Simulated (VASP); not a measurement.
# ZrOs (Pm-3m) in VASP: a series of runs

ZrOs is run at these levels: LDA; tasks: single point.

Program: VASP 6.6.1. These are calculated values, not measurements. Logs are shortened: lines on timing, memory, paths and dates and some standing lists are left out, and cuts for length are marked.

### 1 The cell of the first run

It takes space group Pm-3m (No. 221, cubic). The conventional cell has a = 3.263 Å, b = 3.263 Å, c = 3.263 Å, α = 90.00°, β = 90.00°, γ = 90.00°. Within 3.7 Å of Zr (site symmetry m-3m) lie 8 Os at 2.83 Å and 6 Zr at 3.26 Å. Within 3.7 Å of Os (site symmetry m-3m) lie 8 Zr at 2.83 Å and 6 Os at 3.26 Å.

### 2 Single point, LDA

The input, INCAR:

```
SYSTEM = ZrOs
  ALGO = Normal
  EDIFF = 1E-6
  ENCUT = 600
  GGA = CA
  GGA_COMPAT = .FALSE.
  ISIF = 2
  ISMEAR = -1
  LASPH = .TRUE.
  LCHARG = .FALSE.
  LREAL = .FALSE.
  LWAVE = .FALSE.
  NBANDS = 17
  NELM = 120
  PREC = Accurate
  SIGMA = 0.2
```

The input, KPOINTS:

```
k-points
0
G
  6 6 6
  0 0 0
```

The input, POSCAR:

```
ZrOs
1.0
    3.2630000000      0.0000000000      0.0000000000
    0.0000000000      3.2630000000      0.0000000000
    0.0000000000      0.0000000000      3.2630000000
Zr Os
1 1
Direct
    0.5000000000      0.5000000000      0.5000000000
    0.0000000000      0.0000000000      0.0000000000
```

Potentials or basis: VASP PAW LDA potentials, release 64 (Zr_sv, Os).

Run with:

```console
$ cat potpaw_LDA.64/Zr_sv/POTCAR potpaw_LDA.64/Os/POTCAR > POTCAR
$ mpirun -np 1 vasp_std > vasp.out
```

OUTCAR:

```text
SYSTEM = ZrOs
   EDIFF = 1E-6
   ENCUT = 600
   GGA = CA
   ISIF = 2
   ISMEAR = -1
   LASPH = .TRUE.
   LREAL = .FALSE.
   NELM = 120
   PREC = Accurate

 ion  position               nearest neighbor table
   1  0.500  0.500  0.500-   2 2.83   2 2.83   2 2.83   2 2.83   2 2.83   2 2.83   2 2.83   2 2.83

   2  0.000  0.000  0.000-   1 2.83   1 2.83   1 2.83   1 2.83   1 2.83   1 2.83   1 2.83   1 2.83

  LATTYP: Found a simple cubic cell.
 ALAT       =     3.2630000000

  Lattice vectors:

 A1 = (   3.2630000000,   0.0000000000,   0.0000000000)
 A2 = (   0.0000000000,   3.2630000000,   0.0000000000)
 A3 = (   0.0000000000,   0.0000000000,   3.2630000000)

Analysis of symmetry for initial positions (statically):
=====================================================================
 Subroutine PRICEL returns:
 Original cell was already a primitive cell.

 Routine SETGRP: Setting up the symmetry group for a
 simple cubic supercell.

 Subroutine GETGRP returns: Found 48 space group operations
 (whereof 48 operations were pure point group operations)
 out of a pool of 48 trial point group operations.

The static configuration has the point symmetry O_h .

Analysis of symmetry for dynamics (positions and initial velocities):
=====================================================================
 Subroutine PRICEL returns:
 Original cell was already a primitive cell.

 Routine SETGRP: Setting up the symmetry group for a
 simple cubic supercell.

 Subroutine GETGRP returns: Found 48 space group operations
 (whereof 48 operations were pure point group operations)
 out of a pool of 48 trial point group operations.

The dynamic configuration has the point symmetry O_h .

 Subroutine INISYM returns: Found 48 space group operations
 (whereof 48 operations are pure point group operations),
 and found     1 'primitive' translations

----------------------------------------------------------------------------------------

                                     Primitive cell

  volume of cell :      34.7417

  direct lattice vectors                    reciprocal lattice vectors
     3.263000000  0.000000000  0.000000000     0.306466442  0.000000000  0.000000000
     0.000000000  3.263000000  0.000000000     0.000000000  0.306466442  0.000000000
     0.000000000  0.000000000  3.263000000     0.000000000  0.000000000  0.306466442

  length of vectors
     3.263000000  3.263000000  3.263000000     0.306466442  0.306466442  0.306466442

  position of ions in fractional coordinates (direct lattice)
     0.500000000  0.500000000  0.500000000
     0.000000000  0.000000000  0.000000000

  ion indices of the primitive-cell ions
   primitive index   ion index
                 1           1
                 2           2

----------------------------------------------------------------------------------------

 KPOINTS: k-points

Automatic generation of k-mesh.
 Grid dimensions read from file:
 generate k-points for:    6    6    6

 Generating k-lattice:

  Cartesian coordinates                     Fractional coordinates (reciprocal lattice)
     0.051077740  0.000000000  0.000000000     0.166666667  0.000000000  0.000000000
     0.000000000  0.051077740  0.000000000     0.000000000  0.166666667  0.000000000
     0.000000000  0.000000000  0.051077740     0.000000000  0.000000000  0.166666667

  Length of vectors
     0.051077740  0.051077740  0.051077740

  Shift w.r.t. Gamma in fractional coordinates (k-lattice)
     0.000000000  0.000000000  0.000000000

 Subroutine IBZKPT returns following result:
 ===========================================

 Found     20 irreducible k-points:

 Following reciprocal coordinates:
            Coordinates               Weight
  0.000000  0.000000  0.000000      1.000000
  0.166667  0.000000  0.000000      6.000000
  0.333333  0.000000  0.000000      6.000000
  0.500000  0.000000  0.000000      3.000000
  0.166667  0.166667  0.000000     12.000000
  0.333333  0.166667  0.000000     24.000000
[... 12 lines left out ...]
  0.500000  0.500000  0.333333      6.000000
  0.500000  0.500000  0.500000      1.000000
   k-points           NKPTS =     20   k-points in BZ     NKDIM =     20   number of bands    NBANDS=     17
   number of dos      NEDOS =    301   number of ions     NIONS =      2
   total plane-waves  NPLWV =  21952
   dimension x,y,z NGX =    28 NGY =   28 NGZ =   28
   dimension x,y,z NGXF=    56 NGYF=   56 NGZF=   56
   ions per type =               1   1
   NGX,Y,Z   is equivalent  to a cutoff of  14.27, 14.27, 14.27 a.u.
   NGXF,Y,Z  is equivalent  to a cutoff of  28.53, 28.53, 28.53 a.u.
 SYSTEM =  ZrOs
   PREC   = accura    normal or accurate (medium, high low for compatibility)
   ISTART =      0    job   : 0-new  1-cont  2-samecut
   ICHARG =      2    charge: 1-file 2-atom 10-const
   ISPIN  =      1    spin polarized calculation?
   LNONCOLLINEAR =      F non collinear calculations
   LSORBIT =      F    spin-orbit coupling
   LASPH  =      T    aspherical Exc in radial PAW
   ENCUT  =  600.0 eV  44.10 Ry    6.64 a.u.   6.52  6.52  6.52*2*pi/ulx,y,z
   NELM   =    120;   NELMIN=  2; NELMDL= -5     # of ELM steps
   EDIFF  = 0.1E-05   stopping-criterion for ELM
   LREAL  =      F    real-space projection
   EDIFFG = 0.1E-04   stopping-criterion for IOM
   NSW    =      0    number of steps for IOM
   IBRION =     -1    ionic relax: 0-MD 1-quasi-New 2-CG
   NFREE  =      0    steps in history (QN), initial steepest desc. (CG)
   ISIF   =      2    stress and relaxation
   ISYM   =      2    0-nonsym 1-usesym 2-fastsym
   POTIM  = 0.5000    time-step for ionic-motion
   TEBEG  =    0.0;   TEEND  =   0.0 temperature during run
   PSTRESS=    0.0 pullay stress
   NELECT =      20.0000    total number of electrons
   NUPDOWN=      -1.0000    fix difference up-down
   EMIN   =  10.00;   EMAX   =-10.00  energy-range for DOS
   EFERMI =   0.00;   METHOD = LEGACY
   ISMEAR =    -1;   SIGMA  =   0.20  broadening in eV -4-tet -1-fermi 0-gaus
   EFERMI_NEDOS =   21; number of points for ismear=-14 and -15
   IALGO  =     38    algorithm
   IMIX   =      4    mixing-type and parameters
     AMIX     =   0.40;   BMIX     =  1.00
     AMIX_MAG =   1.60;   BMIX_MAG =  1.00
  volume/ion in A,a.u.               =      17.37       117.22
  Fermi-wavevector in a.u.,A,eV,Ry     =   1.361866  2.573554 25.234445  1.854679
  Thomas-Fermi vector in A             =   2.488405
   LORBIT       =      0    0 simple, 1 ext, 2 COOP (PROOUT), +10 PAW based schemes
   GGA     = CA    functional components
   LHFCALC =     F    Hartree Fock is set to
   AEXX    =    0.0000 exact exchange contribution
   IVDW    =     0    specifies the selected vdW correction
   LEPSILON=     F    determine dielectric tensor
   LRPA    =     F    only Hartree local field effects (RPA)
 non-spin polarized calculation
  energy-cutoff  :      600.00
  volume of cell :       34.74
 maximum number of plane-waves:      1189
 NGX is ok and might be reduce to    28
   NGX = 13   NGY = 13   NGZ = 13

 number of electron      20.0000000 magnetization

 Free energy of the ion-electron system (eV)
  ---------------------------------------------------
  ext. energy  EPLUGINS =         0.00000000
  ---------------------------------------------------
  free energy    TOTEN  =       -23.04418098 eV

  energy without entropy =      -22.91177534  energy(sigma->0) =      -22.97797816

 E-fermi :   9.7525     XC(G=0): -12.8289

 val. band max:        9.7466405518   @ k =   0.5000   0.3333   0.0000
 cond. band min:       9.8869391221   @ k =   0.5000   0.1667   0.0000
 fundamental gap:      0.1402985703
 Fermi energy:         9.7524525307

 k-point     1 :       0.0000    0.0000    0.0000
  band No.  band energies     occupation
      1     -38.7665      2.00000
      2     -16.7761      2.00000
      3     -16.7761      2.00000
      4     -16.7761      2.00000
      5       1.7589      2.00000
      6       4.4878      2.00000
[... 9 lines left out ...]
     16      17.8078      0.00000
     17      17.8078      0.00000

 k-point     2 :       0.1667    0.0000    0.0000
  band No.  band energies     occupation
      1     -38.7547      2.00000
      2     -16.9133      2.00000
      3     -16.7711      2.00000
      4     -16.7711      2.00000
      5       2.3542      2.00000
      6       4.7660      2.00000
[... 9 lines left out ...]
     16      16.2621      0.00000
     17      20.1263      0.00000

 k-point     3 :       0.3333    0.0000    0.0000
  band No.  band energies     occupation
      1     -38.7310      2.00000
      2     -17.1779      2.00000
      3     -16.7610      2.00000
      4     -16.7610      2.00000
      5       3.8670      2.00000
      6       5.5207      2.00000
[... 9 lines left out ...]
     16      14.9229      0.00000
     17      23.8307      0.00000

 k-point     4 :       0.5000    0.0000    0.0000
  band No.  band energies     occupation
      1     -38.7190      2.00000
      2     -17.3056      2.00000
      3     -16.7560      2.00000
      4     -16.7560      2.00000
      5       5.0650      2.00000
      6       6.1565      2.00000
[... 9 lines left out ...]
     16      15.3494      0.00000
     17      23.1690      0.00000

 k-point     5 :       0.1667    0.1667    0.0000
  band No.  band energies     occupation
      1     -38.7436      2.00000
      2     -16.9200      2.00000
      3     -16.8834      2.00000
      4     -16.7637      2.00000
      5       2.8671      2.00000
      6       5.0566      2.00000
[... 9 lines left out ...]
     16      17.4302      0.00000
     17      19.0472      0.00000

 k-point     6 :       0.3333    0.1667    0.0000
  band No.  band energies     occupation
      1     -38.7214      2.00000
      2     -17.1552      2.00000
      3     -16.8773      2.00000
      4     -16.7490      2.00000
      5       4.0735      2.00000
      6       5.5749      2.00000
[... 9 lines left out ...]
     16      15.6320      0.00000
     17      21.2895      0.00000

 k-point     7 :       0.5000    0.1667    0.0000
  band No.  band energies     occupation
      1     -38.7102      2.00000
      2     -17.2762      2.00000
      3     -16.8669      2.00000
      4     -16.7417      2.00000
      5       4.8974      2.00000
      6       5.8067      2.00000
[... 9 lines left out ...]
     16      15.3529      0.00000
     17      22.3330      0.00000

 k-point     8 :       0.3333    0.3333    0.0000
  band No.  band energies     occupation
      1     -38.7021      2.00000
      2     -17.1240      2.00000
      3     -17.0889      2.00000
      4     -16.7250      2.00000
      5       4.2314      2.00000
      6       5.2857      2.00000
[... 9 lines left out ...]
     16      15.7853      0.00000
     17      19.9007      0.00000
[... 123 lines left out ...]
      1     -38.6827      2.00000
      2     -17.2079      2.00000
      3     -17.0776      2.00000
      4     -16.8331      2.00000
      5       4.7918      2.00000
      6       5.4446      2.00000
[... 9 lines left out ...]
     16      16.5096      0.00000
     17      19.1485      0.00000

 k-point    16 :       0.5000    0.5000    0.1667
  band No.  band energies     occupation
      1     -38.6735      2.00000
      2     -17.1850      2.00000
      3     -17.1850      2.00000
      4     -16.8220      2.00000
      5       4.5350      2.00000
      6       5.2312      2.00000
[... 9 lines left out ...]
     16      16.5674      0.00000
     17      18.0873      0.00000

 k-point    17 :       0.3333    0.3333    0.3333
  band No.  band energies     occupation
      1     -38.6730      2.00000
      2     -17.0784      2.00000
      3     -17.0784      2.00000
      4     -17.0735      2.00000
      5       5.8189      2.00000
      6       6.4025      2.00000
[... 9 lines left out ...]
     16      17.3683      0.00000
     17      20.4014      0.00000

 k-point    18 :       0.5000    0.3333    0.3333
  band No.  band energies     occupation
      1     -38.6632      2.00000
      2     -17.1894      2.00000
      3     -17.0749      2.00000
      4     -17.0588      2.00000
      5       5.8153      2.00000
      6       5.9724      2.00000
[... 9 lines left out ...]
     16      17.8989      0.00000
     17      18.1996      0.00000

 k-point    19 :       0.5000    0.5000    0.3333
  band No.  band energies     occupation
      1     -38.6534      2.00000
      2     -17.1801      2.00000
      3     -17.1801      2.00000
      4     -17.0616      2.00000
      5       6.1874      2.00000
      6       6.2773      2.00000
[... 9 lines left out ...]
     16      18.8598      0.00000
     17      18.8598      0.00000

 k-point    20 :       0.5000    0.5000    0.5000
  band No.  band energies     occupation
      1     -38.6432      2.00000
      2     -17.1777      2.00000
      3     -17.1777      2.00000
      4     -17.1777      2.00000
      5       6.8153      2.00000
      6       6.8153      2.00000
[... 9 lines left out ...]
     16      20.5202      0.00000
     17      20.5202      0.00000

------------------------ aborting loop because EDIFF is reached ----------------------------------------

  FORCE on cell =-STRESS in cart. coord.  units (eV):
  Direction    XX          YY          ZZ          XY          YZ          ZX
  --------------------------------------------------------------------------------------
  -------------------------------------------------------------------------------------
  Total       -1.4587211     -1.4587211     -1.4587211     -0.0000000      0.0000000      0.0000000
  in kB      -67.2715789    -67.2715789    -67.2715789     -0.0000000      0.0000000      0.0000000
  external PRESSURE =     -67.2715789 kB  Pullay stress =       0.0000000 kB

 VOLUME and BASIS-vectors are now :
 -----------------------------------------------------------------------------
  energy-cutoff  :      600.00
  volume of cell :       34.74
      direct lattice vectors                 reciprocal lattice vectors
     3.263000000  0.000000000  0.000000000     0.306466442  0.000000000  0.000000000
     0.000000000  3.263000000  0.000000000     0.000000000  0.306466442  0.000000000
     0.000000000  0.000000000  3.263000000     0.000000000  0.000000000  0.306466442

 POSITION                                       TOTAL-FORCE (eV/Angst)
 -----------------------------------------------------------------------------------
      1.63150      1.63150      1.63150         0.000000      0.000000      0.000000
      0.00000      0.00000      0.00000         0.000000      0.000000      0.000000
 -----------------------------------------------------------------------------------
    total drift:                                0.000000      0.000000      0.000000

  FREE ENERGIE OF THE ION-ELECTRON SYSTEM (eV)
  ---------------------------------------------------
  free  energy   TOTEN  =       -23.0441809765 eV

  energy  without entropy=      -22.9117753417  energy(sigma->0) =      -22.97797816
```

Wall time 14 s (1 thread of AMD EPYC 7R13 (Zen 3), shared host); peak memory 0.12 GiB.

Results:

- Free energy: -23.0442 eV
- Pressure: -6.7 GPa
- Band gap on the k mesh: zero (bands 10 and 11 overlap by 1.24 eV)

Caveat: the cell stands under tension; spin-orbit coupling is left out, which moves the levels of the heavy elements.

### 3 Single point, LDA

The input, INCAR:

```
SYSTEM = ZrOs
ALGO = Normal
EDIFF = 1E-6
ENCUT = 600
GGA_COMPAT = .False.
ISIF = 2
ISMEAR = -1
LASPH = .True.
LCHARG = .True.
LELF = .True.
LREAL = .False.
LVHAR = .True.
LWAVE = .False.
NBANDS = 17
NELM = 120
PREC = Accurate
SIGMA = 0.2
```

The input, KPOINTS:

```
k-points
0
Gamma
  6 6 6
  0 0 0
```

POSCAR is that of step 2.

Potentials or basis: VASP PAW LDA potentials, release 64 (Zr_sv, Os).

Run with:

```console
$ cat potpaw_LDA.64/Zr_sv/POTCAR potpaw_LDA.64/Os/POTCAR > POTCAR
$ mpirun -np 1 vasp_std > vasp.out
```

It took 12 s on 1 thread of AMD EPYC 7R13 (Zen 3), shared host; peak memory 0.12 GiB.

It converged, with:

```yaml
Free_energy: -23.0442 eV
Pressure: -6.7 GPa
Band_gap_on_the_k_mesh: zero (bands 10 and 11 overlap by 1.24 eV)
```

Levels at points of the mesh, in eV from the Fermi level:
```
           k point  band 8  band 9  band 10  band 11  band 12  band 13
(0.00, 0.00, 0.00)   -1.67   -1.67    -1.67     2.03     2.03     5.13
(0.50, 0.00, 0.00)   -1.75   -1.75    -1.18    -0.78     0.91     0.92
(0.50, 0.50, 0.00)   -3.38    0.36     0.46     1.23     1.23     2.72
(0.50, 0.50, 0.50)   -2.18   -2.18    -2.18     0.46     0.46     3.82
```

Caveat: the cell stands under tension; spin-orbit coupling is left out, which moves the levels of the heavy elements.
